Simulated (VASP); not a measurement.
# SiC (P2_1) in VASP: notebook, part 2 of 2

VASP 6.6.1.

### Step 3. Single point, LDA (atoms displaced along a vibrational mode)

INCAR

```
SYSTEM = SiC
  ALGO = Normal
  EDIFF = 1E-6
  ENCUT = 600
  GGA = CA
  GGA_COMPAT = .FALSE.
  ISIF = 2
  ISMEAR = 0
  LASPH = .TRUE.
  LCHARG = .FALSE.
  LREAL = .FALSE.
  LWAVE = .FALSE.
  NBANDS = 26
  NELM = 120
  PREC = Accurate
  SIGMA = 0.05
```

KPOINTS

```
k-points
0
G
  10 6 6
  0 0 0
```

POSCAR

```
SiC
1.0
   -3.0561890844      0.0000000000      0.0000000000
    0.0000000000      0.0000000000     -5.0161734138
    0.0000000000     -5.2934747717      0.0000000000
Si C
4 4
Direct
    0.4967532432      0.9953958738      0.1666666667
    0.0369741521      0.9953958738      0.6666666667
   -0.0369741521      0.4953958738      0.3333333333
    0.5032467568      0.4953958738      0.8333333333
    0.4664026465      0.6196041262      0.1666666667
    0.0027148430      0.6196041262      0.6666666667
   -0.0027148430      0.1196041262      0.3333333333
    0.5335973535      0.1196041262      0.8333333333
```

Potentials or basis: VASP PAW LDA potentials, release 64 (Si, C).

Run with:

```sh
> cat potpaw_LDA.64/Si/POTCAR potpaw_LDA.64/C/POTCAR > POTCAR
> mpirun -np 1 vasp_std > vasp.out
```

OUTCAR:

```text
SYSTEM = SiC
   EDIFF = 1E-6
   ENCUT = 600
   GGA = CA
   ISIF = 2
   ISMEAR = 0
   LASPH = .TRUE.
   LREAL = .FALSE.
   NELM = 120
   PREC = Accurate

 ion  position               nearest neighbor table
   1  0.497  0.995  0.167-   7 1.87   7 1.87   8 1.87   5 1.89   2 3.00   2 3.00   3 3.02   3 3.02
                             4 3.07   4 3.07   3 3.12   3 3.12   2 3.12   2 3.12
   2  0.037  0.995  0.667-   8 1.86   7 1.88   8 1.88   6 1.89   1 3.00   1 3.00   4 3.02   4 3.02
                             3 3.07   3 3.07   4 3.12   4 3.12   1 3.12   1 3.12
   3  0.963  0.495  0.333-   5 1.86   6 1.88   5 1.88   7 1.89   4 3.00   4 3.00   1 3.02   1 3.02
                             2 3.07   2 3.07   1 3.12   1 3.12   4 3.12   4 3.12
   4  0.503  0.495  0.833-   6 1.87   6 1.87   5 1.87   8 1.89   3 3.00   3 3.00   2 3.02   2 3.02
                             1 3.07   1 3.07   2 3.12   2 3.12   3 3.12   3 3.12
   5  0.466  0.620  0.167-   3 1.86   4 1.87   3 1.88   1 1.89
   6  0.003  0.620  0.667-   4 1.87   4 1.87   3 1.88   2 1.89
   7  0.997  0.120  0.333-   1 1.87   1 1.87   2 1.88   3 1.89
   8  0.534  0.120  0.833-   2 1.86   1 1.87   2 1.88   4 1.89

  LATTYP: Found a simple orthorhombic cell.
[... 207 lines left out ...]
      1      -7.1961      2.00000
      2      -3.7708      2.00000
      3      -3.5073      2.00000
      4      -2.2833      2.00000
      5      -0.3886      2.00000
      6       0.6446      2.00000
[... 685 lines left out ...]
     25      17.5752      0.00000
     26      17.5897      0.00000

 [... further k-points ...]

------------------------ aborting loop because EDIFF is reached ----------------------------------------

  FORCE on cell =-STRESS in cart. coord.  units (eV):
  Direction    XX          YY          ZZ          XY          YZ          ZX
  --------------------------------------------------------------------------------------
  -------------------------------------------------------------------------------------
  Total       -0.1262782      0.1567952      0.0377508     -0.1715744      0.0000000      0.0000000
  in kB       -2.4931319      3.0956340      0.7453212     -3.3874241      0.0000000      0.0000000
  external PRESSURE =       0.4492744 kB  Pullay stress =       0.0000000 kB

 VOLUME and BASIS-vectors are now :
 -----------------------------------------------------------------------------
  energy-cutoff  :      600.00
  volume of cell :       81.15
      direct lattice vectors                 reciprocal lattice vectors
    -3.056189084  0.000000000  0.000000000    -0.327204886  0.000000000  0.000000000
     0.000000000  0.000000000 -5.016173414     0.000000000  0.000000000 -0.199355149
     0.000000000 -5.293474772  0.000000000     0.000000000 -0.188911829  0.000000000

 POSITION                                       TOTAL-FORCE (eV/Angst)
 -----------------------------------------------------------------------------------
     -1.51817     -0.88225     -4.99308        -0.069245      0.030610      0.012082
     -0.11300     -3.52898     -4.99308         0.777467      0.042799      0.005736
     -2.94319     -1.76449     -2.48499        -0.777467     -0.042799      0.005736
     -1.53802     -4.41123     -2.48499         0.069245     -0.030610      0.012082
     -1.42541     -0.88225     -3.10804        -0.303917      0.040472     -0.010607
     -0.00830     -3.52898     -3.10804         0.025212      0.028045     -0.007211
     -3.04789     -1.76449     -0.59996        -0.025212     -0.028045     -0.007211
     -1.63077     -4.41123     -0.59996         0.303917     -0.040472     -0.010607
 -----------------------------------------------------------------------------------
    total drift:                                0.000000     -0.000001     -0.000631

  FREE ENERGIE OF THE ION-ELECTRON SYSTEM (eV)
  ---------------------------------------------------
  free  energy   TOTEN  =       -66.4403786414 eV

  energy  without entropy=      -66.4403786414  energy(sigma->0) =      -66.44037864
```

OSZICAR:

```text
N       E                     dE             d eps       ncg     rms          rms(c)
DAV:   1     0.784918598836E+02    0.78492E+02   -0.15823E+04  6656   0.125E+03
DAV:   2    -0.670973214461E+02   -0.14559E+03   -0.13518E+03  8712   0.208E+02
DAV:   3    -0.747060342991E+02   -0.76087E+01   -0.75537E+01  9022   0.438E+01
DAV:   4    -0.748055151366E+02   -0.99481E-01   -0.99337E-01  8536   0.596E+00
DAV:   5    -0.748073090811E+02   -0.17939E-02   -0.17927E-02  8842   0.758E-01    0.185E+01
DAV:   6    -0.667862183777E+02    0.80211E+01   -0.21431E+01  8384   0.203E+01    0.855E+00
DAV:   7    -0.665269438905E+02    0.25927E+00   -0.22042E+00  9010   0.676E+00    0.344E+00
DAV:   8    -0.664508465141E+02    0.76097E-01   -0.12885E-01  8048   0.170E+00    0.105E+00
DAV:   9    -0.664402786594E+02    0.10568E-01   -0.17521E-02  8200   0.685E-01    0.164E-01
DAV:  10    -0.664403765567E+02   -0.97897E-04   -0.10879E-03  8160   0.170E-01    0.831E-02
DAV:  11    -0.664403817301E+02   -0.51733E-05   -0.36001E-05  8650   0.369E-02    0.273E-02
DAV:  12    -0.664403791738E+02    0.25562E-05   -0.54276E-06  8060   0.111E-02    0.852E-03
DAV:  13    -0.664403786414E+02    0.53248E-06   -0.21565E-06  5346   0.638E-03
   1 F= -.66440379E+02 E0= -.66440379E+02  d E =-.218489E-12
```

stdout:

```text
POSCAR found type information on POSCAR SiC
 POSCAR found :  2 types and       8 ions
 scaLAPACK will be used
 LDA part: xc-table for (Slater(with rela. corr.)+CA(PZ))
 , standard interpolation
 POSCAR, INCAR and KPOINTS ok, starting setup
 FFT: planning ... GRIDC
 FFT: planning ... GRID_SOFT
 FFT: planning ... GRID
 WAVECAR not read
 entering main loop
```

Wall time 6.4 min (1 thread of Oxide Virtual Turin-like, shared host); peak memory 0.31 GiB.

What came out:

```yaml
Free_energy: -66.4404 eV
Pressure: 0.0 GPa
Largest_force: 0.779 eV/Å
Band_gap_on_the_k_mesh: 2.04 eV
```

Forces in eV/Å, atoms in the order of the input:
```
Si  -0.069  0.031  0.012
Si   0.777  0.043  0.006
Si  -0.777 -0.043  0.006
Si   0.069 -0.031  0.012
C   -0.304  0.040 -0.011
C    0.025  0.028 -0.007
C   -0.025 -0.028 -0.007
C    0.304 -0.040 -0.011
```

Levels at points of the mesh, in eV from the valence-band top:
```tsv
k point	band 12	band 13	band 14	band 15	band 16	band 17	band 18	band 19	band 20	band 21
(0.00, 0.00, 0.00)	-1.43	-1.28	-0.21	-0.20	0.00	2.67	4.04	4.79	6.21	6.35
(0.50, 0.00, 0.00)	-4.82	-3.09	-3.07	-2.80	-2.78	2.88	2.91	6.58	6.63	7.52
(0.00, 0.50, 0.00)	-2.36	-0.86	-0.86	-0.78	-0.78	3.14	3.14	5.14	5.14	5.85
(0.50, 0.50, 0.00)	-4.74	-2.27	-2.27	-2.03	-2.03	4.48	4.48	4.89	4.89	6.50
(0.00, 0.00, 0.50)	-2.63	-1.16	-1.12	-0.72	-0.68	3.85	3.95	5.65	5.66	7.20
(0.50, 0.00, 0.50)	-3.49	-3.42	-3.36	-1.33	-1.27	2.53	2.65	3.80	4.29	6.76
(0.00, 0.50, 0.50)	-3.10	-1.83	-1.83	-1.81	-1.81	4.33	4.33	4.35	4.35	7.18
(0.50, 0.50, 0.50)	-2.60	-2.43	-2.43	-2.34	-2.34	3.09	3.09	3.16	3.16	5.05
```

Caveat: the cell differs from its parent crystal (atoms displaced along a vibrational mode).

### Step 4. Single point, LDA (atoms displaced along several vibrational modes)

INCAR

```
SYSTEM = SiC
PREC     = Accurate       ! precision mode
ENCUT    = 600            ! plane-wave cutoff, eV
EDIFF    = 1E-6           ! SCF threshold, eV
ISMEAR   = 0              ! smearing method
SIGMA    = 0.05           ! smearing width, eV
LREAL    = .False.        ! projectors in reciprocal space
LASPH    = .True.         ! aspherical terms in the spheres
NELM     = 120            ! most SCF steps
ALGO     = Normal         ! electronic algorithm
ISIF     = 2              ! what is computed and relaxed
LWAVE    = .False.        ! write WAVECAR
LCHARG   = .True.         ! write CHGCAR
LELF     = .True.         ! ELF
LVHAR    = .True.       
NBANDS   = 26             ! bands
GGA_COMPAT= .False.
```

KPOINTS

```
regular mesh
0
Gamma
  10 6 6
  0 0 0
```

POSCAR

```
SiC
1.0
   -3.0561890844      0.0000000000      0.0000000000
    0.0000000000      0.0000000000     -5.0161734138
    0.0000000000     -5.2934747717      0.0000000000
Si C
4 4
Direct
    0.5235553179      0.9953958738      0.1666666667
    0.0144090184      0.9953958738      0.6666666667
   -0.0144090184      0.4953958738      0.3333333333
    0.4764446821      0.4953958738      0.8333333333
    0.4867476919      0.6196041262      0.1666666667
   -0.0215097600      0.6196041262      0.6666666667
    0.0215097600      0.1196041262      0.3333333333
    0.5132523081      0.1196041262      0.8333333333
```

Run with:

```sh
> cat potpaw_LDA.64/Si/POTCAR potpaw_LDA.64/C/POTCAR > POTCAR
> mpirun -np 1 vasp_std > vasp.out
```

It took 4.1 min on 1 thread of Oxide Virtual Turin-like, shared host; peak memory 0.3 GiB.

It converged, with:

| Property | Result |
| --- | --- |
| Free energy | -66.4938 eV |
| Pressure | 0.1 GPa |
| Largest force | 0.495 eV/Å |
| Band gap on the k mesh | 2.03 eV |

Forces in eV/Å, atoms in the order of the input:
```
Si   0.494  0.015  0.016
Si   0.301  0.012  0.018
Si  -0.301 -0.012  0.018
Si  -0.494 -0.015  0.016
C   -0.121  0.002 -0.017
C   -0.194  0.005 -0.018
C    0.194 -0.005 -0.018
C    0.121 -0.002 -0.017
```

Stress tensor (GPa, compression positive):
```
-0.03 -0.40  0.00
-0.40  0.35  0.00
 0.00  0.00  0.12
```

Levels at points of the mesh, in eV from the valence-band top:
```tsv
k point	band 13	band 14	band 15	band 16	band 17	band 18	band 19	band 20
(0.00, 0.00, 0.00)	-1.34	-0.23	-0.20	0.00	2.64	4.05	4.82	6.28
(0.50, 0.00, 0.00)	-3.11	-3.10	-2.79	-2.79	2.89	2.89	6.67	6.68
(0.00, 0.50, 0.00)	-0.86	-0.86	-0.78	-0.78	3.13	3.13	5.13	5.13
(0.50, 0.50, 0.00)	-2.19	-2.19	-2.13	-2.13	4.64	4.64	4.73	4.73
(0.00, 0.00, 0.50)	-1.14	-1.13	-0.72	-0.71	3.92	3.94	5.67	5.68
(0.50, 0.00, 0.50)	-3.46	-3.37	-1.35	-1.29	2.55	2.67	3.76	4.32
(0.00, 0.50, 0.50)	-1.83	-1.83	-1.83	-1.83	4.34	4.34	4.35	4.35
(0.50, 0.50, 0.50)	-2.44	-2.44	-2.37	-2.37	3.12	3.12	3.14	3.14
```

Caveat: the cell differs from its parent crystal (atoms displaced along several vibrational modes). A k mesh can miss the band edges.

### Step 5. The runs side by side

| cell | gap on the mesh (eV) | pressure (GPa) | largest force (eV/Å) |
| --- | --- | --- | --- |
| as given, atomic positions A | 2.12 | 0.2 | 0.26 |
| as given, atomic positions B | 2.04 | 0.0 | 0.78 |
| as given, atomic positions C | 2.03 | 0.1 | 0.49 |

Alike in all rows: task single point; level LDA; potentials or basis VASP PAW LDA potentials, release 64 (Si, C); no spin polarisation; k mesh 10 × 6 × 6; cutoff (eV) 600; smearing gaussian 0.05 eV.

Total energies depend on the potentials used, so only differences within one code and one set of settings carry meaning.
